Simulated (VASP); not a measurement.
Al2InN3: single point with PBE

The system is Al2InN3.

```xyz
6
Lattice="3.2943 0.0000 0.0000 0.0000 3.2943 0.0000 0.0000 0.0000 8.0305" Properties=species:S:1:pos:R:3 pbc="T T T"
Al    0.0000    0.0000    0.0761
Al    1.6472    1.6472    3.9657
In    1.6472    1.6472    1.3315
N     0.0000    0.0000    5.3881
N     0.0000    0.0000    2.6160
N     1.6472    1.6472    6.6989
```

The cell was built from a structure type or drawn by symmetry, and may not be a known phase.

```
Program                : VASP 6.6.1
Task                   : single point
Functional             : PBE
Potentials or basis    : VASP PAW PBE potentials, release 64 (Al, In_d, N)
Cutoff                 : 520 eV
k mesh                 : 6 × 6 × 2
Occupations            : gaussian, width 0.1 eV
Spin                   : no spin polarisation
Dipole correction      : no
Further INCAR settings : ALGO = Normal; EDIFF = 1e-07; NBANDS = 26
```

```
Pressure               : -11.8 GPa
Largest force          : 4.577 eV/Å
Band gap on the k mesh : zero (bands 17 and 18 overlap by 1.18 eV)
```

Forces on the atoms (eV/Å):
```
Al   0.000  0.000 -4.577
Al   0.000  0.000  2.936
In   0.000  0.000  1.285
N    0.000  0.000 -0.821
N    0.000  0.000 -0.250
N    0.000  0.000  1.427
```

Stress tensor (GPa, compression positive):
```
 -7.67   0.00   0.00
  0.00  -7.67   0.00
  0.00   0.00 -20.07
```

Levels at points of the mesh, in eV from the Fermi level:
| k point | band 13 | band 14 | band 15 | band 16 | band 17 | band 18 | band 19 | band 20 | band 21 | band 22 |
| --- | --- | --- | --- | --- | --- | --- | --- | --- | --- | --- |
| (0.00, 0.00, 0.00) | -1.88 | -1.14 | -1.14 | -0.89 | 0.09 | 0.52 | 0.52 | 1.94 | 4.23 | 4.23 |
| (0.50, 0.00, 0.00) | -2.26 | -2.03 | -1.00 | -0.24 | -0.19 | 0.00 | 1.01 | 2.08 | 3.45 | 3.84 |
| (0.50, 0.50, 0.00) | -3.13 | -3.13 | -2.56 | -2.06 | -2.06 | -0.77 | 0.23 | 0.86 | 0.86 | 1.79 |
| (0.00, 0.00, 0.50) | -1.77 | -1.32 | -1.32 | -0.96 | -0.16 | 0.62 | 0.62 | 2.87 | 3.67 | 4.20 |
| (0.50, 0.00, 0.50) | -3.72 | -1.00 | -0.40 | -0.19 | 0.00 | 0.12 | 0.68 | 1.94 | 3.53 | 3.72 |
| (0.50, 0.50, 0.50) | -3.70 | -2.92 | -1.83 | -1.69 | -0.96 | -0.96 | -0.02 | -0.02 | 0.14 | 1.25 |

Run time: 57 s on 1 thread of Intel(R) Xeon(R) Platinum 8259CL CPU @ 2.50GHz (Skylake/Cascade Lake), on a shared host, peak memory 0.21 GiB.

Caveat: the k points lie up to 0.39 Å⁻¹ apart, too coarse for converged energies and pressures of a metal; spin-orbit coupling is left out, which moves the levels of the heavy elements; forces of over 1 eV/Å act on the atoms, so gaps and moduli don't describe the material at rest.
